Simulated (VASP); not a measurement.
Runs of VASP 6.6.1 on Se. The structure is cubic, space group Fd-3m (No. 227). The conventional cell has a = 6.251 Å, b = 6.251 Å, c = 6.251 Å, α = 90.00°, β = 90.00°, γ = 90.00°. Within 3.6 Å of Se (site symmetry -43m) lie 4 Se at 2.71 Å. 

```tsv
level	spin	k mesh	smearing	gap on the mesh (eV)	pressure (GPa)
PBE	off	6 × 6 × 6	fermi-dirac 0.051704 eV	none	1.6
PBE	off	6 × 6 × 6	methfessel-paxton 0.0680285 eV	none	1.6
PBEsol	off	6 × 6 × 6	methfessel-paxton 0.008 eV	none	-0.6
PBE	off	4 × 4 × 4	fermi-dirac 0.12 eV	none	2.1
PBE	collinear, zero start	2 × 2 × 2	methfessel-paxton 0.49 eV	none	(a)
```

Alike in all rows: task single point; potentials or basis VASP PAW PBE potentials, release 64 (Se); cell as given; cutoff (eV) 520.

Task: Estimate the missing entries.

Result: (a) -4.5.

Caveats: some runs use coarse meshes; the PAW data sets were made with another functional, which shifts forces and pressure a little (some runs).

A k mesh can miss the band edges, and the runs leave out spin-orbit coupling on Se.

A gap of «none» marks levels without a gap at the run's occupations.
